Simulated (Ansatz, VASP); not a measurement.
Two plane-wave programs on NaCl

File INCAR:

```
SYSTEM = NaCl
PREC = Accurate
ENCUT = 520
EDIFF = 1E-6
ISMEAR = 0
SIGMA = 0.02
LREAL = .False.
LASPH = .True.
NELM = 100
ALGO = Normal
ISIF = 2
LWAVE = .False.
LCHARG = .False.
GGA = PE
NBANDS = 14
```

The input KPOINTS:

```
regular mesh
0
Gamma
  4 4 4
  0 0 0
```

POSCAR

```
NaCl
1.0
    0.0000000000      2.8100000000      2.8100000000
    2.8100000000      0.0000000000      2.8100000000
    2.8100000000      2.8100000000      0.0000000000
Na Cl
1 1
Direct
    0.0000000000      0.0000000000      0.0000000000
    0.5000000000      0.5000000000      0.5000000000
```

Input for Ansatz:

```yaml
crystal:
  lattice:
    - [0.0, 2.81, 2.81]
    - [2.81, 0.0, 2.81]
    - [2.81, 2.81, 0.0]
  atoms:
    - { symbol: Na, position: [0.0, 0.0, 0.0] }
    - { symbol: Cl, position: [0.5, 0.5, 0.5] }
basis:
  ecutwfc: 420
kpoints:
  mp_grid: { grid: [4, 4, 4] }
hamiltonian:
  xc: pbe
scf:
  occupations: { method: gaussian, width: 0.02 }
output:
  forces: true
  stress: true
  eigenvalues: true
```

Alike in both runs: task single point; functional PBE; k mesh 4 × 4 × 4; occupations gaussian, width 0.02 eV; no spin polarisation.

```csv
,VASP,Ansatz
version,VASP 6.6.1,Ansatz 0.2.0
potentials or method,"VASP PAW PBE potentials, release 64 (Na_pv, Cl), cutoff 520 eV","scalar-relativistic, plane waves, PAW"
valence electrons in the cell,14,16
```

VASP gave:

```
gap on the k mesh at the Fermi level (eV) : 5.15
least direct gap on the mesh (eV)         : 5.15
pressure (GPa)                            : 1.0
```

**Question.** What did Ansatz give for the same quantities?

**Answer.** gap on the k mesh at the Fermi level (eV): 5.15; least direct gap on the mesh (eV): 5.15; pressure (GPa): 1.1.

With one functional, cell and mesh, what is left measures potentials, basis and numerics. VASP's potentials hold 14 valence electrons a cell and Ansatz's 16, so a difference there can come from the potentials and not from the codes.

The k mesh is coarse, so the values compare programs but aren't converged.
